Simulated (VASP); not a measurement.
A run of VASP 6.6.1:

File INCAR:

```
SYSTEM = SnSe2
  ALGO = Normal
  EDIFF = 1E-7
  EDIFFG = -0.01
  ENCUT = 600
  GGA = PE
  IBRION = 2
  ISIF = 4
  ISMEAR = 0
  LASPH = .TRUE.
  LCHARG = .FALSE.
  LREAL = .FALSE.
  LWAVE = .FALSE.
  NELM = 60
  NSW = 50
  PREC = Accurate
  SIGMA = 0.02
```

The input KPOINTS:

```
k-points
0
G
  8 8 4
  0 0 0
```

The input POSCAR:

```
SnSe2
1.0
    3.8240525944      0.0031305025     -0.0026264632
    1.9094285267      3.3142450971      0.0264961553
    1.8474897777      0.6811430926      7.1227050612
Sn Se
1 2
Direct
    0.0000000000      0.0000000000      0.0000000000
    0.7488909208      0.7160106914      0.7780373509
    0.2511090792      0.2839893086      0.2219626491
```

Potentials or basis: VASP PAW PBE potentials, release 64 (Sn_d, Se).

The run is started by

```sh
$ cat potpaw_PBE.64/Sn_d/POTCAR potpaw_PBE.64/Se/POTCAR > POTCAR
$ mpirun -np 1 vasp_std > vasp.out
```

Hardware: 1 thread of Intel(R) Xeon(R) Platinum 8488C (Sapphire Rapids) (shared host).

Task: How long does it take, and how much memory?

Result: Run time: 10 min on 1 thread of Intel(R) Xeon(R) Platinum 8488C (Sapphire Rapids) (shared host), peak memory 0.44 GiB. Counts: scf iterations 55, k points 132, ion steps 6.
